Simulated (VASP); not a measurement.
# AlN (P6_3mc) in VASP: a series of runs, part 2 of 2

VASP 6.6.1.

## (3) Single point, RPBE+D4

Contents of INCAR:

```
ALGO = Normal
EDIFF = 1E-7
ENCUT = 520
GGA = RP
ISIF = 2
ISMEAR = -1
IVDW = 13
LASPH = T
LCHARG = F
LREAL = F
LWAVE = F
NBANDS = 16
NELM = 80
PREC = Accurate
SIGMA = 0.05
```

Contents of KPOINTS:

```
k-points
0
Gamma
  10 10 6
```

Contents of POSCAR:

```
AlN
1.0
    3.0921067530      0.0000000000      0.0000000000
   -1.5460533765      2.6778429994      0.0000000000
    0.0000000000      0.0000000000      4.9475694625
Al N
2 2
Direct
    0.6666666667      0.3333333333      0.5000000000
    0.3333333333      0.6666666667      0.0000000000
    0.6666666667      0.3333333333      0.8800000000
    0.3333333333      0.6666666667      0.3800000000
```

Potentials or basis: VASP PAW PBE potentials, release 64 (Al, N).

Run with:

```
> cat potpaw_PBE.64/Al/POTCAR potpaw_PBE.64/N/POTCAR > POTCAR
> mpirun -np 1 vasp_std > vasp.out
```

OUTCAR:

```text
EDIFF = 1E-7
   ENCUT = 520
   GGA = RP
   ISIF = 2
   ISMEAR = -1
   IVDW = 13
   LASPH = T
   LREAL = F
   NELM = 80
   PREC = Accurate

 ion  position               nearest neighbor table
   1  0.667  0.333  0.500-   3 1.88   4 1.88   4 1.88   4 1.88   2 3.05   2 3.05   2 3.05   2 3.05
                             2 3.05   2 3.05
   2  0.333  0.667  0.000-   4 1.88   3 1.88   3 1.88   3 1.88   1 3.05   1 3.05   1 3.05   1 3.05
                             1 3.05   1 3.05
   3  0.667  0.333  0.880-   1 1.88   2 1.88   2 1.88   2 1.88
   4  0.333  0.667  0.380-   2 1.88   1 1.88   1 1.88   1 1.88

  LATTYP: Found a hexagonal cell.
 ALAT       =     3.0921067530
 C/A-ratio  =     1.6000642467

  Lattice vectors:

 A1 = (   3.0921067530,   0.0000000000,   0.0000000000)
 A2 = (  -1.5460533765,   2.6778429994,   0.0000000000)
 A3 = (   0.0000000000,   0.0000000000,   4.9475694625)

Analysis of symmetry for initial positions (statically):
=====================================================================
 Subroutine PRICEL returns:
 Original cell was already a primitive cell.

 Routine SETGRP: Setting up the symmetry group for a
 hexagonal supercell.

 Subroutine GETGRP returns: Found 12 space group operations
 (whereof  6 operations were pure point group operations)
 out of a pool of 24 trial point group operations.

The static configuration has the point symmetry C_3v.
 The point group associated with its full space group is C_6v.

Analysis of symmetry for dynamics (positions and initial velocities):
=====================================================================
 Subroutine PRICEL returns:
 Original cell was already a primitive cell.

 Routine SETGRP: Setting up the symmetry group for a
 hexagonal supercell.

 Subroutine GETGRP returns: Found 12 space group operations
[... 127 lines left out ...]
     AMIX     =   0.40;   BMIX     =  1.00
     AMIX_MAG =   1.60;   BMIX_MAG =  1.00
  volume/ion in A,a.u.               =      10.24        69.11
  Fermi-wavevector in a.u.,A,eV,Ry     =   1.196661  2.261361 19.483497  1.431997
  Thomas-Fermi vector in A             =   2.332595
   LORBIT       =      0    0 simple, 1 ext, 2 COOP (PROOUT), +10 PAW based schemes
   GGA     = RP    functional components
   LHFCALC =     F    Hartree Fock is set to
   AEXX    =    0.0000 exact exchange contribution
   IVDW    =    13    specifies the selected vdW correction
   LEPSILON=     F    determine dielectric tensor
   LRPA    =     F    only Hartree local field effects (RPA)
 non-spin polarized calculation
  energy-cutoff  :      520.00
  volume of cell :       40.97
 maximum number of plane-waves:      1124
 NGX is ok and might be reduce to    24
   NGX = 11   NGY = 11   NGZ = 19

 number of electron      15.9999996 magnetization

 Free energy of the ion-electron system (eV)
  ---------------------------------------------------
  ext. energy  EPLUGINS =         0.00000000
  ---------------------------------------------------
  free energy    TOTEN  =       -28.27473252 eV

  energy without entropy =      -28.27473252  energy(sigma->0) =      -28.27473252

 E-fermi :   7.4690     XC(G=0): -10.8676

 val. band max:        6.4314781197   @ k =   0.0000   0.0000   0.0000
 cond. band min:      10.8791345002   @ k =   0.0000   0.0000   0.0000
 fundamental gap:      4.4476563805
 Fermi energy:         7.4690031991

 k-point     1 :       0.0000    0.0000    0.0000
  band No.  band energies     occupation
      1      -8.8921      2.00000
      2      -6.7082      2.00000
      3       0.3970      2.00000
      4       5.5927      2.00000
      5       5.5927      2.00000
      6       6.2458      2.00000
[... 433 lines left out ...]
      3       1.0058      2.00000
      4       2.0358      2.00000
      5       3.3555      2.00000
      6       4.1536      2.00000
[... 8 lines left out ...]
     15      19.3370      0.00000
     16      21.7161      0.00000

 [... further k-points ...]

------------------------ aborting loop because EDIFF is reached ----------------------------------------

  DFT-D4 for vdW energy calculation

  Edisp (eV):   -2.61599

  FORCE on cell =-STRESS in cart. coord.  units (eV):
  Direction    XX          YY          ZZ          XY          YZ          ZX
  --------------------------------------------------------------------------------------
  -------------------------------------------------------------------------------------
  Total      -0.15808    -0.15808     0.27135     0.00000     0.00000     0.00000
  in kB      -6.18241    -6.18241    10.61212     0.00000     0.00000     0.00000
  external pressure =       -0.58 kB  Pullay stress =        0.00 kB

 VOLUME and BASIS-vectors are now :
 -----------------------------------------------------------------------------
  energy-cutoff  :      520.00
  volume of cell :       40.97
      direct lattice vectors                 reciprocal lattice vectors
     3.092106753  0.000000000  0.000000000     0.323404099  0.186717444  0.000000000
    -1.546053376  2.677842999  0.000000000     0.000000000  0.373434888  0.000000000
     0.000000000  0.000000000  4.947569462     0.000000000  0.000000000  0.202119446

 POSITION                                       TOTAL-FORCE (eV/Angst)
 -----------------------------------------------------------------------------------
      1.54605      0.89261      2.47378        -0.000000     -0.000000     -0.138436
     -0.00000      1.78523      0.00000         0.000000      0.000000     -0.138436
      1.54605      0.89261      4.35386         0.000000     -0.000000      0.138436
     -0.00000      1.78523      1.88008        -0.000000      0.000000      0.138436
 -----------------------------------------------------------------------------------
    total drift:                               -0.000000      0.000000     -0.000852

  FREE ENERGIE OF THE ION-ELECTRON SYSTEM (eV)
  ---------------------------------------------------
  free  energy   TOTEN  =       -30.8907260307 eV

  energy  without entropy=      -30.8907260307  energy(sigma->0) =      -30.89072603
```

OSZICAR:

```text
N       E                     dE             d eps       ncg     rms          rms(c)
DAV:   1     0.442993746981E+02    0.44299E+02   -0.72820E+03  1792   0.894E+02
DAV:   2    -0.295375002095E+02   -0.73837E+02   -0.67678E+02  2496   0.190E+02
DAV:   3    -0.329426175265E+02   -0.34051E+01   -0.33949E+01  2224   0.424E+01
DAV:   4    -0.329628266359E+02   -0.20209E-01   -0.20208E-01  2240   0.367E+00
DAV:   5    -0.329630887527E+02   -0.26212E-03   -0.26212E-03  2232   0.420E-01    0.125E+01
DAV:   6    -0.282271013221E+02    0.47360E+01   -0.10336E+01  2128   0.235E+01    0.459E+00
DAV:   7    -0.282649584702E+02   -0.37857E-01   -0.71530E-01  1976   0.595E+00    0.315E+00
DAV:   8    -0.282783191923E+02   -0.13361E-01   -0.52719E-02  1928   0.225E+00    0.559E-01
DAV:   9    -0.282738405372E+02    0.44787E-02   -0.11728E-02  2400   0.816E-01    0.251E-01
DAV:  10    -0.282748529281E+02   -0.10124E-02   -0.33623E-03  1920   0.365E-01    0.155E-01
DAV:  11    -0.282747247195E+02    0.12821E-03   -0.33326E-04  2072   0.142E-01    0.315E-02
DAV:  12    -0.282747327375E+02   -0.80180E-05   -0.21814E-05  1952   0.372E-02    0.960E-03
DAV:  13    -0.282747325275E+02    0.21008E-06   -0.66065E-06  2088   0.202E-02    0.610E-03
DAV:  14    -0.282747325187E+02    0.88003E-08   -0.55096E-07  2152   0.637E-03
   1 F= -.30890726E+02 E0= -.30890726E+02  d E =-.132361E-10
```

Wall time 39 s (1 thread of Intel Xeon 8259CL, shared host); peak memory 0.17 GiB.

Results:

- Free energy: -30.8907 eV
- Pressure: -0.1 GPa
- Largest force: 0.138 eV/Å
- Band gap on the k mesh: 4.45 eV
- Dispersion energy per atom: -0.654 eV

Forces in eV/Å, atoms in the order of the input:
```
Al   0.000  0.000 -0.138
Al   0.000  0.000 -0.138
N    0.000  0.000  0.138
N    0.000  0.000  0.138
```

Caveat: the PAW data sets were made with another functional, which shifts forces and pressure a little.

## (4) Single point, LDA

This run uses another cell than the first one, of 10.45 Å³/atom.

Contents of INCAR:

```
SYSTEM = AlN
PREC     = Accurate       ! precision mode
ENCUT    = 520            ! plane-wave cutoff, eV
EDIFF    = 1E-6           ! SCF threshold, eV
ISMEAR   = -1             ! smearing method
SIGMA    = 0.05           ! smearing width, eV
LREAL    = .False.        ! projectors in reciprocal space
LASPH    = .True.         ! aspherical terms in the spheres
NELM     = 60             ! most SCF steps
ALGO     = Normal         ! electronic algorithm
ISIF     = 2              ! what is computed and relaxed
LWAVE    = .False.        ! write WAVECAR
LCHARG   = .False.        ! write CHGCAR
GGA      = CA             ! functional
NBANDS   = 16             ! bands
```

Contents of KPOINTS:

```
regular mesh
0
Gamma
  10 10 6
  0 0 0
```

Contents of POSCAR:

```
AlN
1.0
    3.1130000000      0.0000000000      0.0000000000
   -1.5565000000      2.6959370820      0.0000000000
    0.0000000000      0.0000000000      4.9810000000
Al N
2 2
Direct
    0.6666666667      0.3333333333      0.5000000000
    0.3333333333      0.6666666667      0.0000000000
    0.6666666667      0.3333333333      0.8800000000
    0.3333333333      0.6666666667      0.3800000000
```

Potentials or basis: VASP PAW LDA potentials, release 64 (Al, N).

Run with:

```
> cat potpaw_LDA.64/Al/POTCAR potpaw_LDA.64/N/POTCAR > POTCAR
> mpirun -np 1 vasp_std > vasp.out
```

Wall time 32 s (1 thread of Intel Xeon 8259CL, shared host); peak memory 0.16 GiB.

It converged, with:

- Free energy: -32.8297 eV
- Pressure: -4.1 GPa
- Largest force: 0.119 eV/Å
- Band gap on the k mesh: 4.25 eV

Forces in eV/Å, atoms in the order of the input:
```
Al   0.000  0.000 -0.119
Al   0.000  0.000 -0.119
N    0.000  0.000  0.119
N    0.000  0.000  0.119
```

Stress tensor (GPa, compression positive):
```
-4.69  0.00  0.00
 0.00 -4.69  0.00
 0.00  0.00 -2.98
```

Levels at points of the mesh, in eV from the valence-band top:
```tsv
k point	band 6	band 7	band 8	band 9	band 10	band 11
(0.00, 0.00, 0.00)	-0.18	-0.18	0.00	4.25	6.55	10.48
(0.50, 0.00, 0.00)	-2.08	-1.80	-0.66	5.67	5.69	8.10
(0.00, 0.00, 0.50)	-0.52	-0.52	-0.52	6.42	6.42	10.16
(0.50, 0.00, 0.50)	-1.45	-1.36	-1.36	5.21	5.21	9.11
```

Caveat: the cell stands under tension. Expect the measured gap to be larger: semilocal functionals such as LDA lack the derivative discontinuity.

## (5) Single point, PBEsol

This run uses another cell than the first one, of 10.46 Å³/atom.

Contents of INCAR:

```
  ALGO = Normal
  EDIFF = 1E-6
  ENCUT = 520
  GGA = PS
  ISIF = 2
  ISMEAR = -1
  LASPH = True
  LCHARG = False
  LREAL = False
  LWAVE = False
  NBANDS = 16
  NELM = 60
  PREC = Accurate
  SIGMA = 0.05
```

Contents of KPOINTS:

```
k-points
0
Gamma
  10 10 6
```

Contents of POSCAR:

```
AlN
1.0
    3.1137912365      0.0000000000      0.0000000000
   -1.5568956183      2.6966223129      0.0000000000
    0.0000000000      0.0000000000      4.9834288576
Al N
2 2
Direct
    0.6666666667      0.3333333333      0.4990046855
    0.3333333333      0.6666666667     -0.0009953145
    0.6666666667      0.3333333333      0.8809953145
    0.3333333333      0.6666666667      0.3809953145
```

Potentials or basis: VASP PAW PBE potentials, release 64 (Al, N).

Run with:

```
> cat potpaw_PBE.64/Al/POTCAR potpaw_PBE.64/N/POTCAR > POTCAR
> mpirun -np 1 vasp_std > vasp.out
```

It took 45 s on 1 thread of Intel Xeon 8259CL, shared host; peak memory 0.17 GiB.

Results (log left out):

```yaml
Free_energy: -31.3124 eV
Pressure: -0.1 GPa
Band_gap_on_the_k_mesh: 4.11 eV
```

Levels at points of the mesh, in eV from the valence-band top:
```csv
k point,band 5,band 6,band 7,band 8,band 9,band 10,band 11,band 12
"(0.00, 0.00, 0.00)",-0.88,-0.22,-0.22,0.00,4.11,6.55,10.49,11.02
"(0.50, 0.00, 0.00)",-3.38,-2.11,-1.81,-0.70,5.66,5.67,8.07,10.15
"(0.00, 0.00, 0.50)",-0.56,-0.56,-0.56,-0.56,6.36,6.36,10.20,10.20
"(0.50, 0.00, 0.50)",-1.49,-1.49,-1.38,-1.38,5.17,5.17,9.12,9.12
```

Caveat: the PAW data sets were made with another functional, which shifts forces and pressure a little.

## (6) Single point, RPBE+D4

This run uses another cell than the first one, of 10.45 Å³/atom.

Contents of INCAR:

```
SYSTEM = AlN
PREC = Accurate ; ENCUT = 520
EDIFF = 1E-6 ; ISMEAR = -1
SIGMA = 0.05 ; LREAL = .False.
LASPH = .True. ; NELM = 100
ALGO = Normal ; ISIF = 2
LWAVE = .False. ; LCHARG = .False.
GGA = RP ; IVDW = 13
NBANDS = 16
```

Contents of KPOINTS:

```
regular mesh
0
Gamma
  10 10 6
  0 0 0
```

Contents of POSCAR:

```
AlN
1.0
    3.1130000000      0.0000000000      0.0000000000
   -1.5565000000      2.6959370820      0.0000000000
    0.0000000000      0.0000000000      4.9810000000
Al N
2 2
Direct
    0.6666666667      0.3333333333      0.5000000000
    0.3333333333      0.6666666667      0.0000000000
    0.6666666667      0.3333333333      0.8800000000
    0.3333333333      0.6666666667      0.3800000000
```

Potentials or basis: VASP PAW PBE potentials, release 64 (Al, N).

Run with:

```
> cat potpaw_PBE.64/Al/POTCAR potpaw_PBE.64/N/POTCAR > POTCAR
> mpirun -np 1 vasp_std > vasp.out
```

Wall time 50 s (1 thread of Intel Xeon 8259CL, shared host); peak memory 0.17 GiB.

The run converged. Its results:

```yaml
Free_energy: -30.8803 eV
Pressure: -4.0 GPa
Largest_force: 0.123 eV/Å
Band_gap_on_the_k_mesh: 4.27 eV
Dispersion_energy_per_atom: -0.640 eV
```

Forces in eV/Å, atoms in the order of the input:
```
Al   0.000  0.000 -0.123
Al   0.000  0.000 -0.123
N    0.000  0.000  0.123
N    0.000  0.000  0.123
```

Stress tensor (GPa, compression positive):
```
-4.60  0.00  0.00
 0.00 -4.60  0.00
 0.00  0.00 -2.82
```

Levels at points of the mesh, in eV from the valence-band top:
```tsv
k point	band 6	band 7	band 8	band 9	band 10	band 11
(0.00, 0.00, 0.00)	-0.18	-0.18	0.00	4.27	6.76	10.70
(0.50, 0.00, 0.00)	-2.05	-1.75	-0.66	5.88	5.91	8.29
(0.00, 0.00, 0.50)	-0.51	-0.51	-0.51	6.53	6.53	10.44
(0.50, 0.00, 0.50)	-1.43	-1.34	-1.34	5.40	5.40	9.38
```

Caveat: the cell stands under tension; the PAW data sets were made with another functional, which shifts forces and pressure a little. A k mesh can miss the band edges.

## (7) The runs side by side

| level | potentials or basis | cell | gap on the mesh (eV) | pressure (GPa) | largest force (eV/Å) |
| --- | --- | --- | --- | --- | --- |
| LDA | VASP PAW LDA potentials, release 64 (Al, N) | a = 3.092, b = 3.092, c = 4.948 Å, angles 90.0, 90.0, 120.0°, 4 atoms | 4.43 | 0.0 | 0.14 |
| RPBE+D4 | VASP PAW PBE potentials, release 64 (Al, N) | a = 3.092, b = 3.092, c = 4.948 Å, angles 90.0, 90.0, 120.0°, 4 atoms | 4.45 | -0.1 | 0.14 |
| LDA | VASP PAW LDA potentials, release 64 (Al, N) | a = 3.113, b = 3.113, c = 4.981 Å, angles 90.0, 90.0, 120.0°, 4 atoms | 4.25 | -4.1 | 0.12 |
| PBEsol | VASP PAW PBE potentials, release 64 (Al, N) | a = 3.114, b = 3.114, c = 4.983 Å, angles 90.0, 90.0, 120.0°, 4 atoms | 4.11 | -0.1 | - |
| RPBE+D4 | VASP PAW PBE potentials, release 64 (Al, N) | a = 3.113, b = 3.113, c = 4.981 Å, angles 90.0, 90.0, 120.0°, 4 atoms | 4.27 | -4.0 | 0.12 |

Alike in all rows: task single point; no spin polarisation; k mesh 10 × 10 × 6; cutoff (eV) 520; smearing fermi-dirac 0.05 eV.

Caveats: the PAW data sets were made with another functional, which shifts forces and pressure a little (at least some runs); the cell stands under tension (at least some runs).

Absolute energies hang on the potentials; compare differences alone.

## (8) How close it comes

Step 2. Against the measured gap of AlN, 6.0343 eV (an exciton energy, a little under the gap; 0 K; quoted in “Structural and optical properties of self-assembled AlN nanowires grown on SiO2/Si substrates by molecular beam epitaxy”, 2024, arxiv:2402.00216), the calculated 4.43 eV is off by -1.61 eV. 2 values of this kind are on record (6.034 to 6.0343 eV); this one was drawn at random. The value is that of LDA on a finite k mesh, which can miss the band edges, without temperature or zero-point motion. Semilocal functionals fall short of measured gaps as a rule.

Step 3. Against the measured gap of AlN, 6.0343 eV (an exciton energy, a little under the gap; 0 K; quoted in “Structural and optical properties of self-assembled AlN nanowires grown on SiO2/Si substrates by molecular beam epitaxy”, 2024, arxiv:2402.00216), the calculated 4.45 eV is off by -1.59 eV. 2 values of this kind are on record (6.034 to 6.0343 eV); this one was drawn at random. The value is that of RPBE+D4 on a finite k mesh, which can miss the band edges, without temperature or zero-point motion. Semilocal functionals fall short of measured gaps as a rule.

Step 5. Against the measured gap of AlN, 6.034 eV (an exciton energy, a little under the gap; 10 K; quoted in “Self-assembly of well-separated AlN nanowires directly on sputtered metallic TiN films”, 2019, arxiv:1910.07391), the calculated 4.11 eV is off by -1.92 eV. 2 values of this kind are on record (6.034 to 6.0343 eV); this one was drawn at random. The value is that of PBEsol on a finite k mesh, which can miss the band edges, without temperature or zero-point motion. Semilocal functionals fall short of measured gaps as a rule.
